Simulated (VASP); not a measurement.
TaF3:

```xyz
4
Lattice="3.9650 0.0000 0.0000 0.0000 3.9650 0.0000 0.0000 0.0000 3.9650" Properties=species:S:1:pos:R:3 pbc="T T T"
Ta    0.0000    0.0000    0.0000
F     1.9825    0.0000    0.0000
F     0.0000    1.9825    0.0000
F     0.0000    0.0000    1.9825
```

* Program: VASP 6.6.1
* Task: relaxation of cell and atoms
* Functional: r2SCAN
* Potentials or basis: VASP PAW PBE potentials, release 64 (Ta_pv, F)
* Cutoff: 600 eV
* k mesh: 5 × 5 × 5
* Occupations: methfessel-paxton, width 0.05 eV
* Spin: no spin polarisation

At the start: pressure 13.7 GPa; volume 15.58 Å³/atom.

Where does the relaxation end?

Over 18 steps the energy falls by 60.6 meV/atom and the volume is 17.15 Å³/atom (+10.0 %); space group Pm-3m (No. 221, to 0.05 Å).

The path:
```tsv
step	energy change (eV)	largest force (eV/Å)	pressure (GPa)	volume (Å³)
1	0.0000	0.0000	13.67	62.33
2	-0.0530	0.0000	-8.56	75.12
3	-0.2426	0.0000	-0.09	68.65
4	-0.2426	0.0000	0.13	68.52
5	-0.2426	0.0000	0.13	68.52
6	-0.2426	0.0000	0.12	68.52
7	-0.2426	0.0000	0.12	68.52
8	-0.2426	0.0000	0.12	68.52
9	-0.2426	0.0000	0.12	68.52
10	-0.2426	0.0000	0.12	68.52
11	-0.2426	0.0000	0.12	68.52
12	-0.2426	0.0000	0.12	68.52
13	-0.2426	0.0000	0.12	68.52
14	-0.2426	0.0000	0.11	68.53
15	-0.2426	0.0000	0.09	68.54
16	-0.2426	0.0000	0.07	68.55
17	-0.2426	0.0000	0.01	68.58
18	-0.2426	0.0000	0.00	68.59
```

Final structure:
```
Ta F
1.0
     4.09341    0.00000    0.00000
     0.00000    4.09341    0.00000
     0.00000    0.00000    4.09341
Ta F
1 3
Direct
  0.00000 0.00000 0.00000
  0.50000 0.00000 0.00000
  0.00000 0.50000 0.00000
  0.00000 0.00000 0.50000
```

Caveat: the PAW data sets were made with another functional, which shifts forces and pressure a little; the volume moved by +10 % from the deposited cell, more than functionals usually miss.
